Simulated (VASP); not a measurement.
# Cs (Im-3m) in VASP: notebook

Cs is run at these levels: PBEsol; tasks: single point.

Program: VASP 6.6.1. These are calculated values, not measurements. Logs are shortened: lines on timing, memory, paths and dates and some standing lists are left out, and cuts for length are marked.

## 1. The cell of the first run

It takes space group Im-3m (No. 229, cubic). The conventional cell has a = 6.042 Å, b = 6.042 Å, c = 6.042 Å, α = 90.00°, β = 90.00°, γ = 90.00°.

## 2. Single point, PBEsol

INCAR

```
PREC = Accurate ; ENCUT = 520
EDIFF = 1E-6 ; ISMEAR = 0
SIGMA = 0.05 ; LREAL = False
LASPH = True ; NELM = 100
ALGO = Normal ; ISIF = 2
LWAVE = False ; LCHARG = False
GGA = PS ; NBANDS = 10
```

KPOINTS

```
Automatic mesh
0
Gamma
  8 8 8
```

POSCAR

```
Cs
1.0
   -3.0209612769      3.0209612769      3.0209612769
    3.0209612769     -3.0209612769      3.0209612769
    3.0209612769      3.0209612769     -3.0209612769
Cs
1
Direct
    0.0000000000      0.0000000000      0.0000000000
```

Potentials or basis: VASP PAW PBE potentials, release 64 (Cs_sv).

On the command line:

```sh
$ cat potpaw_PBE.64/Cs_sv/POTCAR > POTCAR
$ mpirun -np 1 vasp_std > vasp.out
```

OUTCAR:

```text
PREC = Accurate
   ENCUT = 520
   EDIFF = 1E-6
   ISMEAR = 0
   LREAL = False
   LASPH = True
   NELM = 100
   ISIF = 2
   GGA = PS

 ion  position               nearest neighbor table
   1  0.000  0.000  0.000-

  LATTYP: Found a body centered cubic cell.
 ALAT       =     6.0419225538

  Lattice vectors:

 A1 = (  -3.0209612769,   3.0209612769,   3.0209612769)
 A2 = (   3.0209612769,  -3.0209612769,   3.0209612769)
 A3 = (   3.0209612769,   3.0209612769,  -3.0209612769)

Analysis of symmetry for initial positions (statically):
=====================================================================
 Subroutine PRICEL returns:
 Original cell was already a primitive cell.

 Routine SETGRP: Setting up the symmetry group for a
 body centered cubic supercell.

 Subroutine GETGRP returns: Found 48 space group operations
 (whereof 48 operations were pure point group operations)
 out of a pool of 48 trial point group operations.

The static configuration has the point symmetry O_h .

Analysis of symmetry for dynamics (positions and initial velocities):
=====================================================================
 Subroutine PRICEL returns:
 Original cell was already a primitive cell.

 Routine SETGRP: Setting up the symmetry group for a
 body centered cubic supercell.

 Subroutine GETGRP returns: Found 48 space group operations
 (whereof 48 operations were pure point group operations)
 out of a pool of 48 trial point group operations.

The dynamic configuration has the point symmetry O_h .

 Subroutine INISYM returns: Found 48 space group operations
 (whereof 48 operations are pure point group operations),
 and found     1 'primitive' translations

----------------------------------------------------------------------------------------

                                     Primitive cell

  volume of cell :     110.2797

  direct lattice vectors                    reciprocal lattice vectors
    -3.020961277  3.020961277  3.020961277     0.000000000  0.165510231  0.165510231
     3.020961277 -3.020961277  3.020961277     0.165510231  0.000000000  0.165510231
     3.020961277  3.020961277 -3.020961277     0.165510231  0.165510231  0.000000000

  length of vectors
     5.232458419  5.232458419  5.232458419     0.234066814  0.234066814  0.234066814

  position of ions in fractional coordinates (direct lattice)
     0.000000000  0.000000000  0.000000000

  ion indices of the primitive-cell ions
   primitive index   ion index
                 1           1

----------------------------------------------------------------------------------------

 KPOINTS: Automatic mesh

Automatic generation of k-mesh.
 Grid dimensions read from file:
 generate k-points for:    8    8    8

 Generating k-lattice:

  Cartesian coordinates                     Fractional coordinates (reciprocal lattice)
     0.000000000  0.020688779  0.020688779     0.125000000  0.000000000  0.000000000
     0.020688779  0.000000000  0.020688779     0.000000000  0.125000000  0.000000000
     0.020688779  0.020688779  0.000000000     0.000000000  0.000000000  0.125000000

  Length of vectors
     0.029258352  0.029258352  0.029258352

  Shift w.r.t. Gamma in fractional coordinates (k-lattice)
     0.000000000  0.000000000  0.000000000

 Subroutine IBZKPT returns following result:
 ===========================================

 Found     29 irreducible k-points:

 Following reciprocal coordinates:
            Coordinates               Weight
  0.000000  0.000000  0.000000      1.000000
  0.125000  0.000000  0.000000     12.000000
  0.250000  0.000000  0.000000     12.000000
  0.375000  0.000000  0.000000     12.000000
  0.500000  0.000000  0.000000      6.000000
  0.125000  0.125000  0.000000     24.000000
[... 16 lines left out ...]
 -0.250000  0.250000  0.250000      6.000000
 -0.375000  0.375000  0.250000     24.000000
 [... further k-points ...]
   k-points           NKPTS =     29   k-points in BZ     NKDIM =     29   number of bands    NBANDS=     10
   number of dos      NEDOS =    301   number of ions     NIONS =      1
   total plane-waves  NPLWV =  64000
   dimension x,y,z NGX =    40 NGY =   40 NGZ =   40
   dimension x,y,z NGXF=    80 NGYF=   80 NGZF=   80
   ions per type =               1
   NGX,Y,Z   is equivalent  to a cutoff of  12.71, 12.71, 12.71 a.u.
   NGXF,Y,Z  is equivalent  to a cutoff of  25.42, 25.42, 25.42 a.u.
 SYSTEM =  unknown system
   PREC   = accura    normal or accurate (medium, high low for compatibility)
   ISTART =      0    job   : 0-new  1-cont  2-samecut
   ICHARG =      2    charge: 1-file 2-atom 10-const
   ISPIN  =      1    spin polarized calculation?
   LNONCOLLINEAR =      F non collinear calculations
   LSORBIT =      F    spin-orbit coupling
   LASPH  =      T    aspherical Exc in radial PAW
   ENCUT  =  520.0 eV  38.22 Ry    6.18 a.u.   9.73  9.73  9.73*2*pi/ulx,y,z
   NELM   =    100;   NELMIN=  2; NELMDL= -5     # of ELM steps
   EDIFF  = 0.1E-05   stopping-criterion for ELM
   LREAL  =      F    real-space projection
   EDIFFG = 0.1E-04   stopping-criterion for IOM
   NSW    =      0    number of steps for IOM
   IBRION =     -1    ionic relax: 0-MD 1-quasi-New 2-CG
   NFREE  =      0    steps in history (QN), initial steepest desc. (CG)
   ISIF   =      2    stress and relaxation
   ISYM   =      2    0-nonsym 1-usesym 2-fastsym
   POTIM  = 0.5000    time-step for ionic-motion
   TEBEG  =    0.0;   TEEND  =   0.0 temperature during run
   PSTRESS=    0.0 pullay stress
   NELECT =       9.0000    total number of electrons
   NUPDOWN=      -1.0000    fix difference up-down
   EMIN   =  10.00;   EMAX   =-10.00  energy-range for DOS
   EFERMI =   0.00;   METHOD = LEGACY
   ISMEAR =     0;   SIGMA  =   0.05  broadening in eV -4-tet -1-fermi 0-gaus
   EFERMI_NEDOS =   21; number of points for ismear=-14 and -15
   IALGO  =     38    algorithm
   IMIX   =      4    mixing-type and parameters
     AMIX     =   0.40;   BMIX     =  1.00
     AMIX_MAG =   1.60;   BMIX_MAG =  1.00
  volume/ion in A,a.u.               =     110.28       744.20
  Fermi-wavevector in a.u.,A,eV,Ry     =   0.710107  1.341908  6.860766  0.504252
  Thomas-Fermi vector in A             =   1.796867
   LORBIT       =      0    0 simple, 1 ext, 2 COOP (PROOUT), +10 PAW based schemes
   GGA     = PS    functional components
   LHFCALC =     F    Hartree Fock is set to
   AEXX    =    0.0000 exact exchange contribution
   IVDW    =     0    specifies the selected vdW correction
   LEPSILON=     F    determine dielectric tensor
   LRPA    =     F    only Hartree local field effects (RPA)
 non-spin polarized calculation
 Gauss-broadening in eV      SIGMA  =   0.05
  energy-cutoff  :      520.00
  volume of cell :      110.28
 maximum number of plane-waves:      3043
   NGX = 19   NGY = 19   NGZ = 19

 number of electron       8.9999998 magnetization

 Free energy of the ion-electron system (eV)
  ---------------------------------------------------
  ext. energy  EPLUGINS =         0.00000000
  ---------------------------------------------------
  free energy    TOTEN  =        -0.93657070 eV

  energy without entropy =       -0.93239038  energy(sigma->0) =       -0.93448054

 E-fermi :   0.4904     XC(G=0):  -5.5867

 val. band max:        0.3942656832   @ k =   0.2500   0.1250   0.1250
 cond. band min:       0.4923623223   @ k =   0.5000   0.0000   0.0000
 fundamental gap:      0.0980966391
 Fermi energy:         0.4904080272

 k-point     1 :       0.0000    0.0000    0.0000
  band No.  band energies     occupation
      1     -23.3445      2.00000
      2     -10.0571      2.00000
      3     -10.0571      2.00000
      4     -10.0571      2.00000
      5      -1.2499      2.00000
      6       3.0006      0.00000
      7       3.0006      0.00000
      8       3.0006      0.00000
      9       3.9063      0.00000
     10       3.9063      0.00000

 k-point     2 :       0.1250    0.0000    0.0000
  band No.  band energies     occupation
      1     -23.3433      2.00000
      2     -10.0814      2.00000
      3     -10.0649      2.00000
      4     -10.0571      2.00000
      5      -1.0707      2.00000
      6       2.8115      0.00000
      7       2.8164      0.00000
      8       3.1822      0.00000
      9       3.6878      0.00000
     10       3.8770      0.00000

 k-point     3 :       0.2500    0.0000    0.0000
  band No.  band energies     occupation
      1     -23.3404      2.00000
      2     -10.1387      2.00000
      3     -10.0836      2.00000
      4     -10.0572      2.00000
      5      -0.5771      2.00000
      6       2.2251      0.00000
      7       2.4750      0.00000
      8       3.7140      0.00000
      9       3.7464      0.00000
     10       3.9009      0.00000

 k-point     4 :       0.3750    0.0000    0.0000
  band No.  band energies     occupation
      1     -23.3375      2.00000
      2     -10.1942      2.00000
      3     -10.1021      2.00000
      4     -10.0574      2.00000
      5       0.0814      2.00000
      6       1.6799      0.00000
      7       2.2132      0.00000
      8       3.8372      0.00000
      9       4.1058      0.00000
     10       4.5525      0.00000
[... 222 lines left out ...]
 k-point    22 :       0.2500    0.2500    0.2500
  band No.  band energies     occupation
      1     -23.3358      2.00000
      2     -10.1358      2.00000
      3     -10.1358      2.00000
      4     -10.1358      2.00000
      5       1.4810      0.00000
      6       1.4810      0.00000
      7       1.4810      0.00000
      8       2.9654      0.00000
      9       4.4627      0.00000
     10       4.4627      0.00000

 k-point    23 :      -0.2500    0.2500    0.2500
  band No.  band energies     occupation
      1     -23.3367      2.00000
      2     -10.1413      2.00000
      3     -10.1121      2.00000
      4     -10.1121      2.00000
      5       0.0227      2.00000
      6       2.0202      0.00000
      7       2.7514      0.00000
      8       2.7514      0.00000
      9       3.7768      0.00000
     10       3.9693      0.00000

 k-point    24 :      -0.3750    0.3750    0.2500
  band No.  band energies     occupation
      1     -23.3342      2.00000
      2     -10.1761      2.00000
      3     -10.1321      2.00000
      4     -10.1165      2.00000
      5       0.6062      0.00105
      6       1.5696      0.00000
      7       2.7323      0.00000
      8       2.7586      0.00000
      9       3.6552      0.00000
     10       4.4057      0.00000

 [... further k-points ...]
[... 5 lines left out ...]
  --------------------------------------------------------------------------------------
  -------------------------------------------------------------------------------------
  Total       -0.0242774     -0.0242774     -0.0242774      0.0000000      0.0000000      0.0000000
  in kB       -0.3527096     -0.3527096     -0.3527096      0.0000000      0.0000000      0.0000000
  external PRESSURE =      -0.3527096 kB  Pullay stress =       0.0000000 kB

 VOLUME and BASIS-vectors are now :
 -----------------------------------------------------------------------------
  energy-cutoff  :      520.00
  volume of cell :      110.28
      direct lattice vectors                 reciprocal lattice vectors
    -3.020961277  3.020961277  3.020961277     0.000000000  0.165510231  0.165510231
     3.020961277 -3.020961277  3.020961277     0.165510231  0.000000000  0.165510231
     3.020961277  3.020961277 -3.020961277     0.165510231  0.165510231  0.000000000

 POSITION                                       TOTAL-FORCE (eV/Angst)
 -----------------------------------------------------------------------------------
      0.00000      0.00000      0.00000        -0.000000     -0.000000      0.000000
 -----------------------------------------------------------------------------------
    total drift:                               -0.000000     -0.000000     -0.000000

  FREE ENERGIE OF THE ION-ELECTRON SYSTEM (eV)
  ---------------------------------------------------
  free  energy   TOTEN  =        -0.9365706961 eV

  energy  without entropy=       -0.9323903798  energy(sigma->0) =       -0.93448054
```

It took 23 s on 1 thread of Intel Xeon Platinum 8259CL at 2.50GHz (Skylake/Cascade Lake), shared host; peak memory 0.23 GiB.

Results:

```yaml
Free_energy: -0.9366 eV
Pressure: 0.0 GPa
```

Caveat: the PAW data sets were made with another functional, which shifts forces and pressure a little; spin-orbit coupling is left out, which moves the levels of the heavy elements.

## 3. Single point, PBEsol

This run uses another cell than the first one, of 108.66 Å³/atom, 0.985 times its volume.

INCAR

```
PREC = Accurate
ENCUT = 520
EDIFF = 1E-6
ISMEAR = 0
SIGMA = 0.05
LREAL = F
LASPH = T
NELM = 100
ALGO = Fast
ISIF = 2
LWAVE = F
LCHARG = T
GGA = PS
LELF = T
LVHAR = T
NBANDS = 10
```

KPOINTS

```
regular mesh
0
Gamma
  8 8 8
```

POSCAR

```
Cs
1.0
   -3.0061165608      3.0061165608      3.0061165608
    3.0061165608     -3.0061165608      3.0061165608
    3.0061165608      3.0061165608     -3.0061165608
Cs
1
Direct
    0.0000000000      0.0000000000      0.0000000000
```

Potentials or basis: VASP PAW PBE potentials, release 64 (Cs_sv).

On the command line:

```sh
$ cat potpaw_PBE.64/Cs_sv/POTCAR > POTCAR
$ mpirun -np 1 vasp_std > vasp.out
```

Run time: 27 s. Hardware: 1 thread of Intel Xeon Platinum 8259CL at 2.50GHz (Skylake/Cascade Lake), shared host; peak memory 0.23 GiB.

The run converged. Its results:

```yaml
Free_energy: -0.9367 eV
Pressure: 0.0 GPa
```

Levels at points of the mesh, in eV from the Fermi level:
| k point | band 1 | band 2 | band 3 | band 4 | band 5 | band 6 | band 7 | band 8 |
| --- | --- | --- | --- | --- | --- | --- | --- | --- |
| (0.00, 0.00, 0.00) | -23.82 | -10.53 | -10.53 | -10.53 | -1.75 | 2.52 | 2.52 | 2.52 |
| (0.50, 0.00, 0.00) | -23.82 | -10.70 | -10.59 | -10.53 | 0.00 | 0.92 | 1.63 | 3.28 |
| (0.50, 0.50, 0.50) | -23.81 | -10.65 | -10.65 | -10.65 | 0.60 | 0.60 | 3.14 | 3.14 |

Caveat: the PAW data sets were made with another functional, which shifts forces and pressure a little; spin-orbit coupling is left out, which moves the levels of the heavy elements.
